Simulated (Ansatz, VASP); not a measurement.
# Nb: VASP beside Ansatz

Contents of INCAR:

```
  PREC = Accurate
  ENCUT = 520
  EDIFF = 1E-8
  ISMEAR = -1
  SIGMA = 0.08
  LREAL = False
  LASPH = True
  NELM = 100
  ALGO = Normal
  ISIF = 2
  LWAVE = False
  LCHARG = False
  GGA = PE
  LEFG = True
  NBANDS = 12
```

The input KPOINTS:

```
Automatic mesh
0
Gamma
  16 16 16
```

The input POSCAR:

```
Nb
1.0
   -1.6766897759      1.6766897759      1.6766897759
    1.6766897759     -1.6766897759      1.6766897759
    1.6766897759      1.6766897759     -1.6766897759
Nb
1
Direct
    0.0000000000      0.0000000000      0.0000000000
```

Input for Ansatz:

```yaml
crystal:
  lattice:
    - [-1.6766897759, 1.6766897759, 1.6766897759]
    - [1.6766897759, -1.6766897759, 1.6766897759]
    - [1.6766897759, 1.6766897759, -1.6766897759]
  atoms:
    - { symbol: Nb, position: [0.0, 0.0, 0.0] }
kpoints:
  mp_grid: { grid: [16, 16, 16] }
scf:
  occupations: { method: fermi_dirac, width: 0.08 }
hamiltonian:
  xc: pbe
  pseudopotentials: { kind: paw }
output:
  forces: true
  stress: true
  eigenvalues: true
  efg: { contact_densities: true }
```

Change from the starting cell: volume scaled by 1.04, PAW files.

Alike in both runs: task electric field gradients; functional PBE; k mesh 16 × 16 × 16; occupations fermi-dirac, width 0.08 eV; no spin polarisation.

```csv
,VASP,Ansatz
version,VASP 6.6.1,Ansatz 0.2.0
potentials or method,"VASP PAW PBE potentials, release 64 (Nb_sv)","PAW with Ansatz's default frozen-core files, scalar-relativistic"
plane-wave cutoff (eV),520,420
valence electrons in the cell,13,13
```

|  | VASP | Ansatz | Ansatz less VASP |
| --- | --- | --- | --- |
| pressure (GPa) | -6.5 | -6.2 | +0.29 |
